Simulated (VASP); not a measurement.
# ZrS (Fm-3m) in VASP: a series of runs

ZrS is run at these levels: PBEsol; tasks: single point.

All numbers are computed with VASP 6.6.1; they aren't measurements. Logs are shortened: lines on timing, memory, paths and dates and some standing lists are left out, and cuts for length are marked.

## Step 1: The cell of the first run

Symmetry: Fm-3m, No. 225, cubic system. Conventional cell: a = 5.143 Å, b = 5.143 Å, c = 5.143 Å, α = 90.00°, β = 90.00°, γ = 90.00°. Zr (site symmetry m-3m) has 6 S at 2.57 Å within 3.4 Å. Within 3.4 Å of S (site symmetry m-3m) lie 6 Zr at 2.57 Å.

## Step 2: Single point, PBEsol (volume scaled by 0.94)

File INCAR:

```
PREC = Accurate
ENCUT = 520
EDIFF = 1E-6
ISMEAR = -1
SIGMA = 0.05
LREAL = False
LASPH = True
NELM = 80
ALGO = Normal
ISIF = 2
LWAVE = False
LCHARG = False
GGA = PS
NBANDS = 16
```

File KPOINTS:

```
Automatic mesh
0
Gamma
  9 9 9
```

File POSCAR:

```
ZrS
1.0
    0.0000000000      2.5714135354      2.5714135354
    2.5714135354      0.0000000000      2.5714135354
    2.5714135354      2.5714135354      0.0000000000
Zr S
1 1
Direct
    0.0000000000      0.0000000000      0.0000000000
    0.5000000000      0.5000000000      0.5000000000
```

Potentials or basis: VASP PAW PBE potentials, release 64 (Zr_sv, S).

Run with:

```bash
$ cat potpaw_PBE.64/Zr_sv/POTCAR potpaw_PBE.64/S/POTCAR > POTCAR
$ mpirun -np 1 vasp_std > vasp.out
```

OUTCAR:

```text
PREC = Accurate
   ENCUT = 520
   EDIFF = 1E-6
   ISMEAR = -1
   LREAL = False
   LASPH = True
   NELM = 80
   ISIF = 2
   GGA = PS

 ion  position               nearest neighbor table
   1  0.000  0.000  0.000-   2 2.57   2 2.57   2 2.57   2 2.57   2 2.57   2 2.57
   2  0.500  0.500  0.500-   1 2.57   1 2.57   1 2.57   1 2.57   1 2.57   1 2.57

  LATTYP: Found a face centered cubic cell.
 ALAT       =     5.1428270708

  Lattice vectors:

 A1 = (   0.0000000000,   2.5714135354,   2.5714135354)
 A2 = (   2.5714135354,   0.0000000000,   2.5714135354)
 A3 = (   2.5714135354,   2.5714135354,   0.0000000000)

Analysis of symmetry for initial positions (statically):
=====================================================================
 Subroutine PRICEL returns:
 Original cell was already a primitive cell.

 Routine SETGRP: Setting up the symmetry group for a
 face centered cubic supercell.

 Subroutine GETGRP returns: Found 48 space group operations
 (whereof 48 operations were pure point group operations)
 out of a pool of 48 trial point group operations.

The static configuration has the point symmetry O_h .

Analysis of symmetry for dynamics (positions and initial velocities):
=====================================================================
 Subroutine PRICEL returns:
 Original cell was already a primitive cell.

 Routine SETGRP: Setting up the symmetry group for a
 face centered cubic supercell.

 Subroutine GETGRP returns: Found 48 space group operations
 (whereof 48 operations were pure point group operations)
 out of a pool of 48 trial point group operations.

The dynamic configuration has the point symmetry O_h .

 Subroutine INISYM returns: Found 48 space group operations
 (whereof 48 operations are pure point group operations),
 and found     1 'primitive' translations

----------------------------------------------------------------------------------------

                                     Primitive cell

  volume of cell :      34.0052

  direct lattice vectors                    reciprocal lattice vectors
     0.000000000  2.571413535  2.571413535    -0.194445581  0.194445581  0.194445581
     2.571413535  0.000000000  2.571413535     0.194445581 -0.194445581  0.194445581
     2.571413535  2.571413535  0.000000000     0.194445581  0.194445581 -0.194445581

  length of vectors
     3.636527896  3.636527896  3.636527896     0.336789626  0.336789626  0.336789626

  position of ions in fractional coordinates (direct lattice)
     0.000000000  0.000000000  0.000000000
     0.500000000  0.500000000  0.500000000

  ion indices of the primitive-cell ions
   primitive index   ion index
                 1           1
                 2           2

----------------------------------------------------------------------------------------

 KPOINTS: Automatic mesh

Automatic generation of k-mesh.
 Grid dimensions read from file:
 generate k-points for:    9    9    9

 Generating k-lattice:

  Cartesian coordinates                     Fractional coordinates (reciprocal lattice)
    -0.021605065  0.021605065  0.021605065     0.111111111  0.000000000  0.000000000
     0.021605065 -0.021605065  0.021605065     0.000000000  0.111111111  0.000000000
     0.021605065  0.021605065 -0.021605065     0.000000000  0.000000000  0.111111111

  Length of vectors
     0.037421070  0.037421070  0.037421070

  Shift w.r.t. Gamma in fractional coordinates (k-lattice)
     0.000000000  0.000000000  0.000000000

 Subroutine IBZKPT returns following result:
 ===========================================

 Found     35 irreducible k-points:

 Following reciprocal coordinates:
            Coordinates               Weight
  0.000000  0.000000  0.000000      1.000000
  0.111111  0.000000  0.000000      8.000000
  0.222222  0.000000  0.000000      8.000000
  0.333333  0.000000  0.000000      8.000000
  0.444444  0.000000  0.000000      8.000000
  0.111111  0.111111  0.000000      6.000000
[... 16 lines left out ...]
 -0.333333  0.333333  0.000000     12.000000
  0.444444  0.444444  0.000000      6.000000
 [... further k-points ...]
   k-points           NKPTS =     35   k-points in BZ     NKDIM =     35   number of bands    NBANDS=     16
   number of dos      NEDOS =    301   number of ions     NIONS =      2
   total plane-waves  NPLWV =  21952
   dimension x,y,z NGX =    28 NGY =   28 NGZ =   28
   dimension x,y,z NGXF=    56 NGYF=   56 NGZF=   56
   ions per type =               1   1
   NGX,Y,Z   is equivalent  to a cutoff of  12.80, 12.80, 12.80 a.u.
   NGXF,Y,Z  is equivalent  to a cutoff of  25.60, 25.60, 25.60 a.u.
 SYSTEM =  unknown system
   PREC   = accura    normal or accurate (medium, high low for compatibility)
   ISTART =      0    job   : 0-new  1-cont  2-samecut
   ICHARG =      2    charge: 1-file 2-atom 10-const
   ISPIN  =      1    spin polarized calculation?
   LNONCOLLINEAR =      F non collinear calculations
   LSORBIT =      F    spin-orbit coupling
   LASPH  =      T    aspherical Exc in radial PAW
   ENCUT  =  520.0 eV  38.22 Ry    6.18 a.u.   6.76  6.76  6.76*2*pi/ulx,y,z
   NELM   =     80;   NELMIN=  2; NELMDL= -5     # of ELM steps
   EDIFF  = 0.1E-05   stopping-criterion for ELM
   LREAL  =      F    real-space projection
[... 7 lines left out ...]
   TEBEG  =    0.0;   TEEND  =   0.0 temperature during run
   PSTRESS=    0.0 pullay stress
   NELECT =      18.0000    total number of electrons
   NUPDOWN=      -1.0000    fix difference up-down
   EMIN   =  10.00;   EMAX   =-10.00  energy-range for DOS
   EFERMI =   0.00;   METHOD = LEGACY
   ISMEAR =    -1;   SIGMA  =   0.05  broadening in eV -4-tet -1-fermi 0-gaus
   EFERMI_NEDOS =   21; number of points for ismear=-14 and -15
   IALGO  =     38    algorithm
   IMIX   =      4    mixing-type and parameters
     AMIX     =   0.40;   BMIX     =  1.00
     AMIX_MAG =   1.60;   BMIX_MAG =  1.00
  volume/ion in A,a.u.               =      17.00       114.74
  Fermi-wavevector in a.u.,A,eV,Ry     =   1.324292  2.502549 23.861206  1.753749
  Thomas-Fermi vector in A             =   2.453837
   LORBIT       =      0    0 simple, 1 ext, 2 COOP (PROOUT), +10 PAW based schemes
   GGA     = PS    functional components
   LHFCALC =     F    Hartree Fock is set to
   AEXX    =    0.0000 exact exchange contribution
   IVDW    =     0    specifies the selected vdW correction
   LEPSILON=     F    determine dielectric tensor
   LRPA    =     F    only Hartree local field effects (RPA)
 non-spin polarized calculation
  energy-cutoff  :      520.00
  volume of cell :       34.01
 maximum number of plane-waves:       941
   NGX = 13   NGY = 13   NGZ = 13

 number of electron      17.9999999 magnetization

 Free energy of the ion-electron system (eV)
  ---------------------------------------------------
  ext. energy  EPLUGINS =         0.00000000
  ---------------------------------------------------
  free energy    TOTEN  =       -16.51019579 eV

  energy without entropy =      -16.49958082  energy(sigma->0) =      -16.50488831

 E-fermi :  11.3165     XC(G=0): -11.7613

 val. band max:       11.2142814190   @ k =   0.4444   0.1111   0.0000
 cond. band min:      11.3464541966   @ k =  -0.4444   0.2222   0.1111
 fundamental gap:      0.1321727776
 Fermi energy:        11.3164855059

 k-point     1 :       0.0000    0.0000    0.0000
  band No.  band energies     occupation
      1     -38.3681      2.00000
      2     -16.3678      2.00000
      3     -16.3678      2.00000
      4     -16.3678      2.00000
      5      -4.7214      2.00000
      6       7.8592      2.00000
[... 8 lines left out ...]
     15      18.5226      0.00000
     16      24.3270      0.00000

 k-point     2 :       0.1111    0.0000    0.0000
  band No.  band energies     occupation
      1     -38.3639      2.00000
      2     -16.4236      2.00000
      3     -16.3723      2.00000
      4     -16.3723      2.00000
      5      -4.5433      2.00000
      6       6.9407      2.00000
[... 8 lines left out ...]
     15      19.0801      0.00000
     16      23.2800      0.00000

 k-point     3 :       0.2222    0.0000    0.0000
  band No.  band energies     occupation
      1     -38.3532      2.00000
      2     -16.5612      2.00000
      3     -16.3838      2.00000
      4     -16.3838      2.00000
      5      -4.0660      2.00000
      6       5.3872      2.00000
[... 8 lines left out ...]
     15      19.8025      0.00000
     16      21.8177      0.00000

 k-point     4 :       0.3333    0.0000    0.0000
  band No.  band energies     occupation
      1     -38.3410      2.00000
      2     -16.7118      2.00000
      3     -16.3968      2.00000
      4     -16.3968      2.00000
      5      -3.4554      2.00000
      6       4.0064      2.00000
[... 8 lines left out ...]
     15      19.6666      0.00000
     16      19.6666      0.00000

 k-point     5 :       0.4444    0.0000    0.0000
  band No.  band energies     occupation
      1     -38.3331      2.00000
      2     -16.8068      2.00000
      3     -16.4053      2.00000
      4     -16.4053      2.00000
      5      -2.9917      2.00000
      6       3.1614      2.00000
[... 8 lines left out ...]
     15      17.9811      0.00000
     16      17.9811      0.00000

 k-point     6 :       0.1111    0.1111    0.0000
  band No.  band energies     occupation
      1     -38.3625      2.00000
      2     -16.4206      2.00000
      3     -16.3840      2.00000
      4     -16.3840      2.00000
      5      -4.4964      2.00000
      6       6.3289      2.00000
[... 8 lines left out ...]
     15      19.2767      0.00000
     16      22.9676      0.00000
[... 267 lines left out ...]
 k-point    21 :       0.4444    0.3333    0.0000
  band No.  band energies     occupation
      1     -38.3259      2.00000
      2     -16.6881      2.00000
      3     -16.5056      2.00000
      4     -16.4836      2.00000
      5      -3.6923      2.00000
      6       4.6142      2.00000
[... 8 lines left out ...]
     15      19.3970      0.00000
     16      20.9966      0.00000

 k-point    22 :      -0.4444    0.3333    0.0000
  band No.  band energies     occupation
      1     -38.3223      2.00000
      2     -16.6841      2.00000
      3     -16.5710      2.00000
      4     -16.4747      2.00000
      5      -3.5175      2.00000
      6       4.7846      2.00000
[... 8 lines left out ...]
     15      18.8915      0.00000
     16      20.9876      0.00000

 k-point    23 :      -0.3333    0.3333    0.0000
  band No.  band energies     occupation
      1     -38.3234      2.00000
      2     -16.6590      2.00000
      3     -16.6176      2.00000
      4     -16.4493      2.00000
      5      -3.3251      2.00000
      6       4.2775      2.00000
[... 8 lines left out ...]
     15      18.8231      0.00000
     16      19.9355      0.00000

 k-point    24 :       0.4444    0.4444    0.0000
  band No.  band energies     occupation
      1     -38.3222      2.00000
      2     -16.7102      2.00000
      3     -16.5023      2.00000
      4     -16.5023      2.00000
      5      -3.8068      2.00000
      6       4.9107      2.00000
[... 8 lines left out ...]
     15      20.2974      0.00000
     16      22.4622      0.00000

 [... further k-points ...]
[... 5 lines left out ...]
  --------------------------------------------------------------------------------------
  -------------------------------------------------------------------------------------
  Total        0.4791745      0.4791745      0.4791745      0.0000000      0.0000000      0.0000000
  in kB       22.5765972     22.5765972     22.5765972      0.0000000      0.0000000      0.0000000
  external PRESSURE =      22.5765972 kB  Pullay stress =       0.0000000 kB

 VOLUME and BASIS-vectors are now :
 -----------------------------------------------------------------------------
  energy-cutoff  :      520.00
  volume of cell :       34.01
      direct lattice vectors                 reciprocal lattice vectors
     0.000000000  2.571413535  2.571413535    -0.194445581  0.194445581  0.194445581
     2.571413535  0.000000000  2.571413535     0.194445581 -0.194445581  0.194445581
     2.571413535  2.571413535  0.000000000     0.194445581  0.194445581 -0.194445581

 POSITION                                       TOTAL-FORCE (eV/Angst)
 -----------------------------------------------------------------------------------
      0.00000      0.00000      0.00000        -0.000000      0.000000     -0.000000
      2.57141      2.57141      2.57141         0.000000      0.000000      0.000000
 -----------------------------------------------------------------------------------
    total drift:                                0.000000      0.000000      0.000000

  FREE ENERGIE OF THE ION-ELECTRON SYSTEM (eV)
  ---------------------------------------------------
  free  energy   TOTEN  =       -16.5101957913 eV

  energy  without entropy=      -16.4995808241  energy(sigma->0) =      -16.50488831
```

Wall time 37 s (1 thread of Intel Xeon 8259CL, shared host); peak memory 0.16 GiB.

What came out:

* Free energy: -16.5102 eV
* Pressure: 2.3 GPa
* Band gap on the k mesh: zero (band 9 reaches 12.60 eV, above the bottom of band 10 at 9.88 eV)

Caveat: the PAW data sets were made with another functional, which shifts forces and pressure a little.

## Step 3: Single point, PBEsol (volume scaled by 0.98)

File INCAR:

```
  PREC = Accurate
  ENCUT = 520
  EDIFF = 1E-6
  ISMEAR = -1
  SIGMA = 0.05
  LREAL = False
  LASPH = True
  NELM = 80
  ALGO = Normal
  ISIF = 2
  LWAVE = False
  LCHARG = True
  GGA = PS
  LELF = True
  LVHAR = True
  NBANDS = 16
```

File KPOINTS:

```
regular mesh
0
Gamma
  9 9 9
```

File POSCAR:

```
ZrS
1.0
    0.0000000000      2.6073820195      2.6073820195
    2.6073820195      0.0000000000      2.6073820195
    2.6073820195      2.6073820195      0.0000000000
Zr S
1 1
Direct
    0.0000000000      0.0000000000      0.0000000000
    0.5000000000      0.5000000000      0.5000000000
```

Potentials or basis: VASP PAW PBE potentials, release 64 (Zr_sv, S).

Run with:

```bash
$ cat potpaw_PBE.64/Zr_sv/POTCAR potpaw_PBE.64/S/POTCAR > POTCAR
$ mpirun -np 1 vasp_std > vasp.out
```

It took 40 s on 1 thread of Intel Xeon 8259CL, shared host; peak memory 0.16 GiB.

It converged, with:

```
Free energy            : -16.5030 eV
Pressure               : -3.7 GPa
Band gap on the k mesh : zero (band 9 reaches 12.01 eV, above the bottom of band 10 at 9.45 eV)
```

Levels at points of the mesh, in eV from the Fermi level:
```
           k point  band 7  band 8  band 9  band 10  band 11  band 12
(0.00, 0.00, 0.00)   -3.46   -3.46   -1.35    -1.35    -1.35    -0.65
```

Caveat: the PAW data sets were made with another functional, which shifts forces and pressure a little.
